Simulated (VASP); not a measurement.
# InP (F-43m) in VASP: a series of runs, part 2 of 2

VASP 6.6.1. The steps go on from the part before.

**4. Vibrations by perturbation theory, PBEsol**

This run uses another cell than the first one, of 25.39 Å³/atom, 1.031 times its volume.

INCAR

```
SYSTEM = InP
PREC = Accurate ; ENCUT = 520
EDIFF = 1E-8 ; ISMEAR = 0
SIGMA = 0.01 ; LREAL = .False.
LASPH = .True. ; NELM = 100
ALGO = Normal ; ISIF = 2
LWAVE = .False. ; LCHARG = .False.
GGA = PS ; NBANDS = 16
IBRION = 8 ; NSW = 1
LEPSILON = .True.
```

KPOINTS

```
Automatic mesh
0
Gamma
  8 8 8
  0 0 0
```

POSCAR

```
InP
1.0
    0.0000000000      2.9392392532      2.9392392532
    2.9392392532      0.0000000000      2.9392392532
    2.9392392532      2.9392392532      0.0000000000
In P
1 1
Direct
    0.0000000000      0.0000000000      0.0000000000
    0.7500000000      0.7500000000      0.7500000000
```

Potentials or basis: VASP PAW PBE potentials, release 64 (In_d, P).

Run with:

```
> cat potpaw_PBE.64/In_d/POTCAR potpaw_PBE.64/P/POTCAR > POTCAR
> mpirun -np 1 vasp_std > vasp.out
```

OUTCAR:

```text
SYSTEM = InP
   PREC = Accurate
   ENCUT = 520
   EDIFF = 1E-8
   ISMEAR = 0
   LREAL = .False.
   LASPH = .True.
   NELM = 100
   ISIF = 2
   GGA = PS
   IBRION = 8
   NSW = 1
   LEPSILON = .True.

 ion  position               nearest neighbor table
   1  0.000  0.000  0.000-   2 2.55   2 2.55   2 2.55   2 2.55
   2  0.750  0.750  0.750-   1 2.55   1 2.55   1 2.55   1 2.55

  LATTYP: Found a face centered cubic cell.
[... 785 lines left out ...]
      4.408859  4.408859  4.408859     0.887219    0.000000    0.000000
[... 21 lines left out ...]
   6 f/i=    0.004238 THz     0.026626 2PiTHz    0.141354 cm-1     0.017526 meV
             X         Y         Z           dx          dy          dz
      0.000000  0.000000  0.000000    -0.887219    0.000000    0.000000
      4.408859  4.408859  4.408859    -0.461348    0.000000    0.000000

--------------------------------------------------------------------------------------------------------

 MACROSCOPIC STATIC DIELECTRIC TENSOR IONIC CONTRIBUTION
 ------------------------------------------------------
           3.226509     0.000000     0.000000
           0.000000     3.226509    -0.000000
           0.000000    -0.000000     3.226509
 ------------------------------------------------------

 ELASTIC MODULI CONTR FROM IONIC RELAXATION (kBar)
 Direction    XX          YY          ZZ          XY          YZ          ZX
 --------------------------------------------------------------------------------
 XX          -0.0000      0.0000      0.0000     -0.0000      0.0000     -0.0000
 YY           0.0000     -0.0000     -0.0000     -0.0000     -0.0000      0.0000
 ZZ           0.0000     -0.0000     -0.0000      0.0000     -0.0000     -0.0000
 XY          -0.0000     -0.0000      0.0000   -226.8666     -0.0000      0.0000
 YZ           0.0000     -0.0000     -0.0000     -0.0000   -226.8666     -0.0000
 ZX          -0.0000      0.0000     -0.0000      0.0000     -0.0000   -226.8666
 --------------------------------------------------------------------------------

 PIEZOELECTRIC TENSOR IONIC CONTR  for field in x, y, z        (C/m^2)
          XX          YY          ZZ          XY          YZ          ZX
  --------------------------------------------------------------------------------
  x     0.00000    -0.00000    -0.00000    -0.00000    -0.80505    -0.00000
  y    -0.00000     0.00000    -0.00000     0.00000    -0.00000    -0.80505
  z    -0.00000    -0.00000     0.00000    -0.80505    -0.00000     0.00000
```

OSZICAR:

```text
N       E                     dE             d eps       ncg     rms          rms(c)
DAV:   1     0.113958448768E+03    0.11396E+03   -0.82805E+03   928   0.123E+03
DAV:   2    -0.232935626049E+01   -0.11629E+03   -0.11047E+03  1080   0.305E+02
DAV:   3    -0.935250597352E+01   -0.70231E+01   -0.70008E+01  1176   0.727E+01
DAV:   4    -0.954698892472E+01   -0.19448E+00   -0.19442E+00  1216   0.130E+01
[... 227 lines left out ...]
RMM:   8    -0.488517472564E-01   -0.24699E-05   -0.36544E-07  5858   0.137E-03    0.323E-04
RMM:   9    -0.488516338095E-01    0.11345E-06    0.45942E-07  6482   0.521E-04    0.184E-04
RMM:  10    -0.488517704283E-01   -0.13662E-06    0.16305E-07  6038   0.201E-04    0.554E-05
RMM:  11    -0.488518542800E-01   -0.83852E-07    0.35281E-09  6385   0.850E-05    0.466E-05
RMM:  12    -0.488518554965E-01   -0.12164E-08    0.67976E-09  6331   0.384E-05    0.341E-05
 Linear response finished
```

Run time: 6.6 min. Hardware: 1 thread of Intel Xeon Platinum 8488C (Sapphire Rapids), shared host; peak memory 0.35 GiB.

Results:

```yaml
Electronic_dielectric_tensor_diagonal: 18.77
Born_charges_mean_of_the_diagonal: In +2.66; P -2.66 e
Highest_phonon_frequency_at_Γ_LO-TO_splitting_left_out: 295 cm⁻¹
```

Phonon frequencies in cm⁻¹ (negative: imaginary):
```
              q point        frequencies
(0.000, 0.000, 0.000)  0 0 0 295 295 295
```

Electronic dielectric tensor:
```
18.77  0.00  0.00
 0.00 18.77  0.00
 0.00  0.00 18.77
```

Born effective charge tensors (e):
atom 1, In
```
2.66 0.00 0.00
0.00 2.66 0.00
0.00 0.00 2.66
```
atom 2, P
```
-2.66  0.00  0.00
 0.00 -2.66  0.00
 0.00  0.00 -2.66
```

Caveat: the PAW data sets were made with another functional, which shifts forces and pressure a little; spin-orbit coupling is left out, which moves the levels of the heavy elements.

**5. Vibrations by perturbation theory, PBEsol (volume scaled by 1.030)**

INCAR

```
ALGO = Normal ; EDIFF = 1E-8
ENCUT = 520 ; GGA = PS
IBRION = 8 ; ISIF = 2
ISMEAR = 0 ; LASPH = True
LCHARG = False ; LREAL = False
LWAVE = False ; NBANDS = 16
NELM = 80 ; NSW = 1
PREC = Accurate ; SIGMA = 0.01
```

KPOINTS

```
k-points
0
Gamma
  8 8 8
```

POSCAR

```
InP
1.0
    0.0000000000      2.9683425247      2.9683425247
    2.9683425247      0.0000000000      2.9683425247
    2.9683425247      2.9683425247      0.0000000000
In P
1 1
Direct
    0.0000000000      0.0000000000      0.0000000000
    0.7500000000      0.7500000000      0.7500000000
```

Potentials or basis: VASP PAW PBE potentials, release 64 (In_d, P).

Run with:

```
> cat potpaw_PBE.64/In_d/POTCAR potpaw_PBE.64/P/POTCAR > POTCAR
> mpirun -np 1 vasp_std > vasp.out
```

OUTCAR:

```text
EDIFF = 1E-8
   ENCUT = 520
   GGA = PS
   IBRION = 8
   ISIF = 2
   ISMEAR = 0
   LASPH = True
   LREAL = False
   NELM = 80
   NSW = 1
   PREC = Accurate

 ion  position               nearest neighbor table
   1  0.000  0.000  0.000-   2 2.57   2 2.57   2 2.57   2 2.57
   2  0.750  0.750  0.750-   1 2.57   1 2.57   1 2.57   1 2.57

  LATTYP: Found a face centered cubic cell.
 ALAT       =     5.9366850494

  Lattice vectors:

 A1 = (   0.0000000000,   2.9683425247,   2.9683425247)
[... 710 lines left out ...]
               1X          1Y          1Z          2X          2Y          2Z
  1X    -7.252706    0.000000    0.000000    7.252706    0.000000    0.000000
  1Y     0.000000   -7.252706    0.000000    0.000000    7.252706    0.000000
  1Z     0.000000    0.000000   -7.252706    0.000000    0.000000    7.252706
  2X     7.234397    0.000000    0.000000   -7.234397    0.000000    0.000000
  2Y     0.000000    7.234397    0.000000    0.000000   -7.234397    0.000000
  2Z     0.000000    0.000000    7.234397    0.000000    0.000000   -7.234397

 Eigenvectors and eigenvalues of the dynamical matrix
 ----------------------------------------------------

   1 f  =    8.515910 THz    53.507042 2PiTHz  284.060188 cm-1    35.218959 meV
             X         Y         Z           dx          dy          dz
      0.000000  0.000000  0.000000     0.000000    0.000000   -0.461383
      4.452514  4.452514  4.452514     0.000000    0.000000    0.887201
[... 21 lines left out ...]
   6 f/i=    0.004406 THz     0.027681 2PiTHz    0.146955 cm-1     0.018220 meV
             X         Y         Z           dx          dy          dz
      0.000000  0.000000  0.000000     0.886968    0.019927   -0.004067
      4.452514  4.452514  4.452514     0.461261    0.010363   -0.002115

--------------------------------------------------------------------------------------------------------

 ELASTIC MODULI CONTR FROM IONIC RELAXATION (kBar)
 Direction    XX          YY          ZZ          XY          YZ          ZX
 --------------------------------------------------------------------------------
 XX          -0.0000      0.0000      0.0000     -0.0000      0.0000     -0.0000
 YY           0.0000     -0.0000      0.0000     -0.0000     -0.0000      0.0000
 ZZ           0.0000      0.0000     -0.0000      0.0000     -0.0000     -0.0000
 XY          -0.0000     -0.0000      0.0000   -172.0742      0.0000      0.0000
 YZ           0.0000     -0.0000     -0.0000      0.0000   -172.0742      0.0000
 ZX          -0.0000      0.0000     -0.0000      0.0000      0.0000   -172.0742
 --------------------------------------------------------------------------------
```

OSZICAR:

```text
N       E                     dE             d eps       ncg     rms          rms(c)
DAV:   1     0.109814856227E+03    0.10981E+03   -0.84815E+03   944   0.122E+03
DAV:   2    -0.190879408264E+01   -0.11172E+03   -0.10657E+03  1040   0.296E+02
[... 42 lines left out ...]
RMM:   7    -0.487526364549E-01    0.86462E-06   -0.31785E-07  5870   0.379E-03    0.135E-03
RMM:   8    -0.487551580308E-01   -0.25216E-05   -0.22292E-08  5845   0.136E-03    0.308E-04
RMM:   9    -0.487550598864E-01    0.98144E-07    0.91262E-07  6424   0.500E-04    0.183E-04
RMM:  10    -0.487551879780E-01   -0.12809E-06    0.37259E-08  5995   0.201E-04    0.601E-05
RMM:  11    -0.487552844611E-01   -0.96483E-07    0.64079E-08  6413   0.840E-05    0.401E-05
RMM:  12    -0.487552864307E-01   -0.19695E-08   -0.35115E-08  6302   0.349E-05    0.309E-05
 Linear response finished
```

stdout:

```text
POSCAR found type information on POSCAR InP
 POSCAR found :  2 types and       2 ions
 scaLAPACK will be used
 -----------------------------------------------------------------------------
|                                                                             |
|                                                                             |
|     You enforced a specific xc type in the INCAR file but a different       |
|     I HOPE YOU KNOW WHAT YOU ARE DOING!                                     |
|                                                                             |
 -----------------------------------------------------------------------------

 LDA part: xc-table for (Slater+PW92), standard interpolation
 POSCAR, INCAR and KPOINTS ok, starting setup
 FFT: planning ... GRIDC
 FFT: planning ... GRID_SOFT
 FFT: planning ... GRID
 WAVECAR not read
 entering main loop
 Linear response reoptimize wavefunctions to high precision
 Linear response DOF=           2
 Linear response progress:
 first order change of Fermi-energy   0.45434E-01
 force on displaced ion       1 direction 1 :  -7.253   0.000   0.000
 Linear response progress:
 first order change of Fermi-energy  -0.44387E-01
 force on displaced ion       2 direction 1 :  -7.234   0.000   0.000
 Linear response finished
```

Wall time 2.4 min (1 thread of Intel Xeon Platinum 8488C (Sapphire Rapids), shared host); peak memory 0.34 GiB.

What came out:

* Highest phonon frequency at Γ, LO-TO splitting left out: 284 cm⁻¹

Phonon frequencies in cm⁻¹ (negative: imaginary):
| q point | frequencies |
| --- | --- |
| (0.000, 0.000, 0.000) | 0 0 0 284 284 284 |

Caveat: the cell differs from its parent crystal (volume scaled by 1.030); the cell wasn't relaxed at this level first, which shifts response properties; the PAW data sets were made with another functional, which shifts forces and pressure a little; spin-orbit coupling is left out, which moves the levels of the heavy elements.
